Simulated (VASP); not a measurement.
**HfO2: single point with SVWN5**

The system is HfO2.

```
CELL_PARAMETERS angstrom
5.21946 0.00000 0.00000
0.00000 5.00476 0.00000
0.00000 0.00000 5.03269
ATOMIC_POSITIONS crystal
Hf 0.96699 0.73252 0.74144
Hf 0.53301 0.73252 0.24144
Hf 0.46699 0.26748 0.74144
Hf 0.03301 0.26748 0.24144
O 0.63213 0.92865 0.87927
O 0.86787 0.92865 0.37927
O 0.23395 0.53988 0.49229
O 0.26605 0.53988 0.99229
O 0.76605 0.46012 0.99229
O 0.73395 0.46012 0.49229
O 0.13213 0.07135 0.87927
O 0.36787 0.07135 0.37927
```

```json
{
  "Program": "VASP 6.6.1",
  "Task": "single point",
  "Functional": "SVWN5",
  "Potentials or basis": "VASP PAW PBE potentials, release 64 (Hf_pv, O)",
  "Cutoff": "520 eV",
  "k mesh": "5 × 6 × 5",
  "Occupations": "fermi-dirac, width 0.05 eV",
  "Spin": "no spin polarisation",
  "Dipole correction": "no",
  "Further INCAR settings": "ALGO = Normal; EDIFF = 1e-07; NBANDS = 56"
}
```

| Item | Value |
| --- | --- |
| Pressure | -8.1 GPa |
| Largest force | 0.109 eV/Å |
| Band gap on the k mesh | 4.26 eV, indirect (least direct gap 4.47 eV) |

Forces on the atoms (eV/Å):
```
Hf  -0.074 -0.040  0.028
Hf   0.074 -0.040  0.028
Hf  -0.074  0.040  0.028
Hf   0.074  0.040  0.028
O    0.031 -0.005  0.047
O   -0.031 -0.005  0.047
O   -0.026 -0.075 -0.074
O    0.026 -0.075 -0.074
O    0.026  0.075 -0.074
O   -0.026  0.075 -0.074
O    0.031  0.005  0.047
O   -0.031  0.005  0.047
```

Stress tensor (GPa, compression positive):
```
-8.13  0.00  0.00
 0.00 -8.04  0.00
 0.00  0.00 -7.99
```

Levels at points of the mesh, in eV from the valence-band top:
| k point | band 41 | band 42 | band 43 | band 44 | band 45 | band 46 | band 47 | band 48 |
| --- | --- | --- | --- | --- | --- | --- | --- | --- |
| (0.00, 0.00, 0.00) | -0.72 | -0.21 | -0.09 | 0.00 | 4.77 | 5.03 | 5.15 | 5.59 |
| (0.00, 0.50, 0.00) | -0.81 | -0.41 | -0.19 | -0.13 | 4.34 | 4.74 | 4.80 | 5.45 |

Run time: 6.1 min on 1 thread of Oxide Virtual Turin-like Processor, with other jobs on the host, peak memory 0.29 GiB.

Caveat: the PAW data sets were made with another functional, which shifts forces and pressure a little; spin-orbit coupling is left out, which moves the levels of the heavy elements. A k mesh can miss the band edges.
